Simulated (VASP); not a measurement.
A run of VASP 6.6.1:

INCAR

```
SYSTEM = TiB2
PREC = Accurate
ENCUT = 600
EDIFF = 1E-6
ISMEAR = 0
SIGMA = 0.1
LREAL = .False.
LASPH = .True.
NELM = 80
ALGO = Normal
ISIF = 4
LWAVE = .False.
LCHARG = .False.
GGA = PE
IBRION = 2
NSW = 50
EDIFFG = -0.01
```

File KPOINTS:

```
regular mesh
0
Gamma
  15 15 14
  0 0 0
```

File POSCAR:

```
TiB2
1.0
    3.0873956440      0.0000000000      0.0000000000
   -1.5436978220      2.6737630592      0.0000000000
    0.0000000000      0.0000000000      3.2955233930
Ti B
1 2
Direct
    0.0000000000      0.0000000000      0.0000000000
    0.3333333333      0.6666666667      0.5000000000
    0.6666666667      0.3333333333      0.5000000000
```

Potentials or basis: VASP PAW PBE potentials, release 64 (Ti_sv, B).

Command:

```console
$ cat potpaw_PBE.64/Ti_sv/POTCAR potpaw_PBE.64/B/POTCAR > POTCAR
$ mpirun -np 1 vasp_std > vasp.out
```

Hardware: 1 thread of Intel Xeon 8259CL (shared host).

Q: Estimate the wall time of this run.

A: Wall time 3.4 min on 1 thread of Intel Xeon 8259CL (shared host), peak memory 0.24 GiB. Counts: scf iterations 20, k points 216, ion steps 2.
